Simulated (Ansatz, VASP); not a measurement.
BN in VASP and in Ansatz

```xyz
2
Lattice="0.0000 1.8130 1.8130 1.8130 0.0000 1.8130 1.8130 1.8130 0.0000" Properties=species:S:1:pos:R:3 pbc="T T T"
B     0.0000    0.0000    0.0000
N     2.6906    2.7484    2.7484
```

Change from the starting cell: all N atoms moved -0.050 Å, as atom 2 towards its neighbour atom 1 (B) at 1.570 Å.

Alike in both runs: task single point; functional r2SCAN; k mesh 12 × 12 × 12; occupations gaussian, width 0.05 eV; no spin polarisation.

```csv
,VASP,Ansatz
version,VASP 6.6.1,Ansatz 0.2.0
potentials or method,"VASP PAW PBE potentials, release 64 (B, N), cutoff 520 eV","scalar-relativistic, plane waves, PAW"
valence electrons in the cell,8,8
```

```csv
,VASP,Ansatz,Ansatz less VASP
gap on the k mesh at the Fermi level (eV),4.45,4.47,+0.019
least direct gap on the mesh (eV),8.64,8.66,+0.024
pressure (GPa),-3.4,-4.5,-1.05
"traceless stress, the component that is largest in VASP (GPa)",-0.35,-0.46,-0.106
rms of the force components (eV/Å),0.606,0.605,-0.0018
```

VASP's potentials were made for PBE, not for r2SCAN. Atom by atom the forces differ by 0.002 eV/Å (rms over components).
